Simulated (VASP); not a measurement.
# Ho (P6_3/mmc) in VASP: a series of runs

The runs below take Ho through single point, relaxation of cell and atoms, with PBE.

Program: VASP 6.6.1. These are calculated values, not measurements. Logs are shortened: lines on timing, memory, paths and dates and some standing lists are left out, and cuts for length are marked.

## Step 1: The cell of the first run

It takes space group P6_3/mmc (No. 194, hexagonal). The conventional cell has a = 3.655 Å, b = 3.655 Å, c = 5.891 Å, α = 90.00°, β = 90.00°, γ = 120.00°. Within 4.8 Å of Ho (site symmetry -6m2) lie 12 Ho at 3.62 to 3.66 Å.

## Step 2: Single point, PBE, collinear spin, ferromagnetic start

INCAR

```
SYSTEM = Ho
ALGO = Normal ; EDIFF = 1E-6
ENCUT = 520 ; GGA = PE
ISIF = 2 ; ISMEAR = 0
ISPIN = 2 ; LASPH = .True.
LCHARG = .True. ; LELF = .True.
LMAXMIX = 6 ; LORBIT = 11
LREAL = .False. ; LVHAR = .True.
LWAVE = .False. ; MAGMOM = 4 4
NBANDS = 32 ; NELM = 150
PREC = Accurate ; SIGMA = 0.05
```

KPOINTS

```
k-points
0
Gamma
  6 6 4
  0 0 0
```

POSCAR

```
Ho
1.0
    3.6550847140      0.0000000000      0.0000000000
   -1.8275423570      3.1653962153      0.0000000000
    0.0000000000      0.0000000000      5.8905400020
Ho
2
Direct
    0.3333333333      0.6666666667      0.7500000000
    0.6666666667      0.3333333333      0.2500000000
```

Potentials or basis: VASP PAW PBE potentials, release 64 (Ho).

Launch:

```
cat potpaw_PBE.64/Ho/POTCAR > POTCAR
mpirun -np 1 vasp_std > vasp.out
```

OUTCAR:

```text
SYSTEM = Ho
   EDIFF = 1E-6
   ENCUT = 520
   GGA = PE
   ISIF = 2
   ISMEAR = 0
   ISPIN = 2
   LASPH = .True.
   LORBIT = 11
   LREAL = .False.
   NELM = 150
   PREC = Accurate

 ion  position               nearest neighbor table
   1  0.333  0.667  0.750-   2 3.62   2 3.62   2 3.62   2 3.62   2 3.62   2 3.62
   2  0.667  0.333  0.250-   1 3.62   1 3.62   1 3.62   1 3.62   1 3.62   1 3.62

  LATTYP: Found a hexagonal cell.
 ALAT       =     3.6550847140
 C/A-ratio  =     1.6116014984

  Lattice vectors:

 A1 = (   3.6550847140,   0.0000000000,   0.0000000000)
 A2 = (  -1.8275423570,   3.1653962153,   0.0000000000)
 A3 = (   0.0000000000,   0.0000000000,   5.8905400020)

Analysis of symmetry for initial positions (statically):
=====================================================================
 Subroutine PRICEL returns:
 Original cell was already a primitive cell.

 Routine SETGRP: Setting up the symmetry group for a
 hexagonal supercell.

 Subroutine GETGRP returns: Found 24 space group operations
 (whereof 12 operations were pure point group operations)
 out of a pool of 24 trial point group operations.

The static configuration has the point symmetry D_3d.
 The point group associated with its full space group is D_6h.

Analysis of symmetry for dynamics (positions and initial velocities):
=====================================================================
 Subroutine PRICEL returns:
 Original cell was already a primitive cell.

 Routine SETGRP: Setting up the symmetry group for a
 hexagonal supercell.

 Subroutine GETGRP returns: Found 24 space group operations
 (whereof 12 operations were pure point group operations)
 out of a pool of 24 trial point group operations.

The dynamic configuration has the point symmetry D_3d.
 The point group associated with its full space group is D_6h.

Analysis of structural, dynamic, and magnetic symmetry:
=====================================================================
 Subroutine PRICEL returns:
 Original cell was already a primitive cell.

 Routine SETGRP: Setting up the symmetry group for a
 hexagonal supercell.

 Subroutine GETGRP returns: Found 24 space group operations
 (whereof 12 operations were pure point group operations)
 out of a pool of 24 trial point group operations.

The overall configuration has the point symmetry D_3d.
 The point group associated with its full space group is D_6h.

 Subroutine INISYM returns: Found 24 space group operations
 (whereof 12 operations are pure point group operations),
 and found     1 'primitive' translations

----------------------------------------------------------------------------------------

                                     Primitive cell

  volume of cell :      68.1523

  direct lattice vectors                    reciprocal lattice vectors
     3.655084714  0.000000000  0.000000000     0.273591470  0.157958109  0.000000000
    -1.827542357  3.165396215  0.000000000     0.000000000  0.315916218  0.000000000
     0.000000000  0.000000000  5.890540002     0.000000000  0.000000000  0.169763723

  length of vectors
     3.655084714  3.655084714  5.890540002     0.315916218  0.315916218  0.169763723

  position of ions in fractional coordinates (direct lattice)
     0.333333333  0.666666667  0.750000000
     0.666666667  0.333333333  0.250000000

  ion indices of the primitive-cell ions
   primitive index   ion index
                 1           1
                 2           2

----------------------------------------------------------------------------------------

 KPOINTS: k-points

Automatic generation of k-mesh.
 Grid dimensions read from file:
 generate k-points for:    6    6    4

 Generating k-lattice:

  Cartesian coordinates                     Fractional coordinates (reciprocal lattice)
     0.045598578  0.026326351  0.000000000     0.166666667  0.000000000  0.000000000
     0.000000000  0.052652703  0.000000000     0.000000000  0.166666667  0.000000000
     0.000000000  0.000000000  0.042440931     0.000000000  0.000000000  0.250000000

  Length of vectors
     0.052652703  0.052652703  0.042440931

  Shift w.r.t. Gamma in fractional coordinates (k-lattice)
     0.000000000  0.000000000  0.000000000

 Subroutine IBZKPT returns following result:
 ===========================================

 Found     21 irreducible k-points:

 Following reciprocal coordinates:
            Coordinates               Weight
  0.000000  0.000000  0.000000      1.000000
  0.166667 -0.000000  0.000000      6.000000
  0.333333 -0.000000  0.000000      6.000000
  0.500000  0.000000  0.000000      3.000000
  0.166667  0.166667  0.000000      6.000000
  0.333333  0.166667  0.000000     12.000000
[... 13 lines left out ...]
  0.333333  0.166667  0.500000     12.000000
  0.333333  0.333333  0.500000      2.000000
   k-points           NKPTS =     21   k-points in BZ     NKDIM =     21   number of bands    NBANDS=     32
   number of dos      NEDOS =    301   number of ions     NIONS =      2
   total plane-waves  NPLWV =  37632
   dimension x,y,z NGX =    28 NGY =   28 NGZ =   48
   dimension x,y,z NGXF=    56 NGYF=   56 NGZF=   96
   ions per type =               2
   NGX,Y,Z   is equivalent  to a cutoff of  12.74, 12.74, 13.55 a.u.
   NGXF,Y,Z  is equivalent  to a cutoff of  25.47, 25.47, 27.09 a.u.
 SYSTEM =  Ho
   PREC   = accura    normal or accurate (medium, high low for compatibility)
   ISTART =      0    job   : 0-new  1-cont  2-samecut
   ICHARG =      2    charge: 1-file 2-atom 10-const
   ISPIN  =      2    spin polarized calculation?
   LNONCOLLINEAR =      F non collinear calculations
   LSORBIT =      F    spin-orbit coupling
   LASPH  =      T    aspherical Exc in radial PAW
   ENCUT  =  520.0 eV  38.22 Ry    6.18 a.u.   6.80  6.80 10.95*2*pi/ulx,y,z
   NELM   =    150;   NELMIN=  2; NELMDL= -5     # of ELM steps
   EDIFF  = 0.1E-05   stopping-criterion for ELM
   LREAL  =      F    real-space projection
   EDIFFG = 0.1E-04   stopping-criterion for IOM
   NSW    =      0    number of steps for IOM
   IBRION =     -1    ionic relax: 0-MD 1-quasi-New 2-CG
   NFREE  =      0    steps in history (QN), initial steepest desc. (CG)
   ISIF   =      2    stress and relaxation
   ISYM   =      2    0-nonsym 1-usesym 2-fastsym
   POTIM  = 0.5000    time-step for ionic-motion
   TEBEG  =    0.0;   TEEND  =   0.0 temperature during run
   PSTRESS=    0.0 pullay stress
   NELECT =      42.0000    total number of electrons
   NUPDOWN=      -1.0000    fix difference up-down
   EMIN   =  10.00;   EMAX   =-10.00  energy-range for DOS
   EFERMI =   0.00;   METHOD = LEGACY
   ISMEAR =     0;   SIGMA  =   0.05  broadening in eV -4-tet -1-fermi 0-gaus
   EFERMI_NEDOS =   21; number of points for ismear=-14 and -15
   IALGO  =     38    algorithm
   IMIX   =      4    mixing-type and parameters
     AMIX     =   0.40;   BMIX     =  1.00
     AMIX_MAG =   1.60;   BMIX_MAG =  1.00
  volume/ion in A,a.u.               =      34.08       229.96
  Fermi-wavevector in a.u.,A,eV,Ry     =   1.393149  2.632671 26.407078  1.940865
  Thomas-Fermi vector in A             =   2.516823
   LORBIT       =     11    0 simple, 1 ext, 2 COOP (PROOUT), +10 PAW based schemes
   GGA     = PE    functional components
   LHFCALC =     F    Hartree Fock is set to
   AEXX    =    0.0000 exact exchange contribution
   IVDW    =     0    specifies the selected vdW correction
   LEPSILON=     F    determine dielectric tensor
   LRPA    =     F    only Hartree local field effects (RPA)
 spin polarized calculation
 Gauss-broadening in eV      SIGMA  =   0.05
  energy-cutoff  :      520.00
  volume of cell :       68.15
 maximum number of plane-waves:      1854
 NGX is ok and might be reduce to    28
   NGX = 13   NGY = 13   NGZ = 21

 number of electron      42.0000018 magnetization       7.4284147

 Free energy of the ion-electron system (eV)
  ---------------------------------------------------
  ext. energy  EPLUGINS =         0.00000000
  ---------------------------------------------------
  free energy    TOTEN  =       -13.00740521 eV

  energy without entropy =      -12.98326778  energy(sigma->0) =      -12.99533649

 E-fermi :   2.1884     XC(G=0):  -9.7331

 val. band max:        2.1866557380   @ k =   0.5000   0.0000   0.5000
 cond. band min:       2.1936844217   @ k =   0.3333   0.1667   0.5000
 fundamental gap:      0.0070286837
 Fermi energy:         2.1883713700

 spin component 1

 k-point     1 :       0.0000    0.0000    0.0000
  band No.  band energies     occupation
      1     -45.9867      1.00000
      2     -45.9500      1.00000
      3     -21.3793      1.00000
      4     -20.8614      1.00000
      5     -20.7566      1.00000
      6     -20.7566      1.00000
[... 24 lines left out ...]
     31       5.6912      0.00000
     32       5.6912      0.00000

 k-point     2 :       0.1667   -0.0000    0.0000
  band No.  band energies     occupation
      1     -45.9791      1.00000
      2     -45.9468      1.00000
      3     -21.3363      1.00000
      4     -20.8799      1.00000
      5     -20.8513      1.00000
      6     -20.7866      1.00000
[... 24 lines left out ...]
     31       5.1838      0.00000
     32       5.6460      0.00000
[... 628 lines left out ...]
     31       7.6633      0.00000
     32       7.6633      0.00000

 k-point    21 :       0.3333    0.3333    0.5000
  band No.  band energies     occupation
      1     -45.9442      1.00000
      2     -45.9442      1.00000
      3     -21.1800      1.00000
      4     -21.1800      1.00000
      5     -20.9786      1.00000
      6     -20.9786      1.00000
[... 24 lines left out ...]
     31       7.3461      0.00000
     32       7.3461      0.00000
 Fermi energy:         2.1883713700

 spin component 2

 k-point     1 :       0.0000    0.0000    0.0000
  band No.  band energies     occupation
      1     -44.3956      1.00000
      2     -44.3542      1.00000
      3     -20.2234      1.00000
      4     -19.6470      1.00000
      5     -19.6180      1.00000
      6     -19.6180      1.00000
[... 24 lines left out ...]
     31       6.1917      0.00000
     32       6.1917      0.00000

 k-point     2 :       0.1667   -0.0000    0.0000
  band No.  band energies     occupation
      1     -44.3871      1.00000
      2     -44.3506      1.00000
      3     -20.1754      1.00000
      4     -19.7239      1.00000
      5     -19.6673      1.00000
      6     -19.6513      1.00000
[... 24 lines left out ...]
     31       5.7526      0.00000
     32       6.1738      0.00000
[... 628 lines left out ...]
     31       8.2407      0.00000
     32       8.2407      0.00000

 k-point    21 :       0.3333    0.3333    0.5000
  band No.  band energies     occupation
      1     -44.3475      1.00000
      2     -44.3475      1.00000
      3     -20.0380      1.00000
      4     -20.0380      1.00000
      5     -19.8661      1.00000
      6     -19.8661      1.00000
[... 24 lines left out ...]
     31       7.9714      0.00000
     32       7.9714      0.00000

------------------------ aborting loop because EDIFF is reached ----------------------------------------

  FORCE on cell =-STRESS in cart. coord.  units (eV):
  Direction    XX          YY          ZZ          XY          YZ          ZX
  --------------------------------------------------------------------------------------
  -------------------------------------------------------------------------------------
  Total        0.0273815      0.0273815     -0.0421833      0.0000000      0.0000000     -0.0000000
  in kB        0.6437053      0.6437053     -0.9916773      0.0000000      0.0000000     -0.0000000
  external PRESSURE =       0.0985778 kB  Pullay stress =       0.0000000 kB

 VOLUME and BASIS-vectors are now :
 -----------------------------------------------------------------------------
  energy-cutoff  :      520.00
  volume of cell :       68.15
      direct lattice vectors                 reciprocal lattice vectors
     3.655084714  0.000000000  0.000000000     0.273591470  0.157958109  0.000000000
    -1.827542357  3.165396215  0.000000000     0.000000000  0.315916218  0.000000000
     0.000000000  0.000000000  5.890540002     0.000000000  0.000000000  0.169763723

 POSITION                                       TOTAL-FORCE (eV/Angst)
 -----------------------------------------------------------------------------------
     -0.00000      2.11026      4.41791        -0.000000      0.000000      0.000000
      1.82754      1.05513      1.47264         0.000000     -0.000000      0.000000
 -----------------------------------------------------------------------------------
    total drift:                               -0.000000      0.000000     -0.000000

  FREE ENERGIE OF THE ION-ELECTRON SYSTEM (eV)
  ---------------------------------------------------
  free  energy   TOTEN  =       -13.0074052077 eV

  energy  without entropy=      -12.9832677778  energy(sigma->0) =      -12.99533649

 total charge

# of ion       s       p       d       f       tot
--------------------------------------------------
    1        2.118   5.708   0.373  10.342  18.540
    2        2.118   5.708   0.373  10.342  18.540
--------------------------------------------------
tot          4.236  11.416   0.745  20.684  37.081

 magnetization (x)

# of ion       s       p       d       f       tot
--------------------------------------------------
    1        0.005  -0.017   0.073   3.442   3.503
    2        0.005  -0.017   0.073   3.442   3.503
--------------------------------------------------
tot          0.009  -0.035   0.147   6.885   7.006
```

Wall time 5.2 min (1 thread of AMD EPYC 7R43 (Zen 3), shared host); peak memory 0.24 GiB.

What came out:

```yaml
Free_energy: -13.0074 eV
Pressure: 0.0 GPa
Net_moment: 7.43 μB per cell
Site_moments: Ho +3.50 μB
Valence_electrons_inside_the_program's_atomic_spheres: Ho 18.54
```

Caveat: the magnetic or orbital state may not be the lowest; spin-orbit coupling is left out, which moves the levels of the heavy elements. The state reached can hang on the start; a lower one may exist.

## Step 3: Relaxation of cell and atoms, PBE, collinear spin, ferromagnetic start

This run uses another cell than the first one, of 31.19 Å³/atom, 0.915 times its volume.

INCAR

```
ALGO = Normal ; EDIFF = 1E-7
EDIFFG = -0.03 ; ENCUT = 600
GGA = PE ; IBRION = 2
ISIF = 3 ; ISMEAR = 0
ISPIN = 2 ; LASPH = True
LCHARG = False ; LMAXMIX = 6
LORBIT = 11 ; LREAL = False
LWAVE = False ; MAGMOM = 4 4
NELM = 150 ; NSW = 80
PREC = Accurate ; SIGMA = 0.05
```

KPOINTS

```
k-points
0
Gamma
  6 6 4
```

POSCAR

```
Ho
1.0
    3.5800000000      0.0000000000      0.0000000000
   -1.7900000000      3.1003709455      0.0000000000
    0.0000000000      0.0000000000      5.6206000000
Ho
2
Direct
    0.3333333333      0.6666666667      0.7500000000
    0.6666666667      0.3333333333      0.2500000000
```

Potentials or basis: VASP PAW PBE potentials, release 64 (Ho).

Launch:

```
cat potpaw_PBE.64/Ho/POTCAR > POTCAR
mpirun -np 1 vasp_std > vasp.out
```

Run time: 46 min. Hardware: 1 thread of AMD EPYC 7R43 (Zen 3), shared host; peak memory 0.26 GiB.

It converged, with:

```
Free energy                                           : -12.9740 eV
Relaxed volume                                        : 34.72 Å³/atom
Relaxed cell                                          : a = 3.698 Å, b = 3.698 Å, c = 5.862 Å, α = 90.00°, β = 90.00°, γ = 120.00°
Space group after relaxing (to 0.05 Å)                : P6_3/mmc (No. 194)
Energy gained by relaxing                             : 7.4 meV/atom
Ionic steps                                           : 6
Pressure after relaxing                               : -0.1 GPa
Net moment                                            : -7.59 μB per cell
Site moments                                          : Ho -3.52 μB
Valence electrons inside the program's atomic spheres : Ho 18.54
```

Stress tensor (GPa, compression positive):
```
-0.11  0.00  0.00
 0.00 -0.11  0.00
 0.00  0.00  0.01
```

Step by step:
| step | energy change (eV) | largest force (eV/Å) | pressure (GPa) | volume (Å³) |
| --- | --- | --- | --- | --- |
| 1 | 0.0000 | 0.0000 | 2.46 | 62.38 |
| 2 | -0.0085 | 0.0000 | 0.87 | 66.81 |
| 3 | -0.0140 | 0.0000 | 0.01 | 69.14 |
| 4 | -0.0140 | 0.0000 | 0.14 | 68.93 |
| 5 | -0.0148 | 0.0000 | 0.07 | 69.22 |
| 6 | -0.0147 | 0.0000 | -0.07 | 69.43 |

Final structure:
```xyz
2
Lattice="3.6983 0.0000 0.0000 -1.8491 3.2028 0.0000 0.0000 0.0000 5.8619" Properties=species:S:1:pos:R:3 pbc="T T T"
Ho    0.0000    2.1352    4.3964
Ho    1.8491    1.0676    1.4655
```

Levels at points of the mesh, in eV from the Fermi level:
Spin up:
```csv
k point,band 16,band 17,band 18,band 19,band 20,band 21
"(0.00, 0.00, 0.00)",-0.08,-0.05,-0.05,0.69,0.69,0.76
"(0.50, 0.00, 0.00)",-0.07,-0.02,0.02,0.04,0.39,0.67
"(0.00, 0.00, 0.50)",-0.06,-0.06,-0.06,0.74,0.74,0.74
"(0.50, 0.00, 0.50)",-0.14,0.00,0.00,0.64,0.64,0.71
```
Spin down:
```csv
k point,band 22,band 23,band 24,band 25,band 26,band 27,band 28,band 29
"(0.00, 0.00, 0.00)",-1.96,-1.78,-1.78,0.75,2.22,2.22,2.36,2.86
"(0.50, 0.00, 0.00)",-1.87,-1.83,-0.99,-0.58,-0.09,1.57,1.90,2.34
"(0.00, 0.00, 0.50)",-2.26,-1.78,-1.78,1.17,1.17,2.14,2.14,2.14
"(0.50, 0.00, 0.50)",-1.88,-1.63,-1.63,0.24,0.24,1.48,1.48,3.26
```

Caveat: the magnetic or orbital state may not be the lowest; spin-orbit coupling is left out, which moves the levels of the heavy elements. The state reached can hang on the start; a lower one may exist.
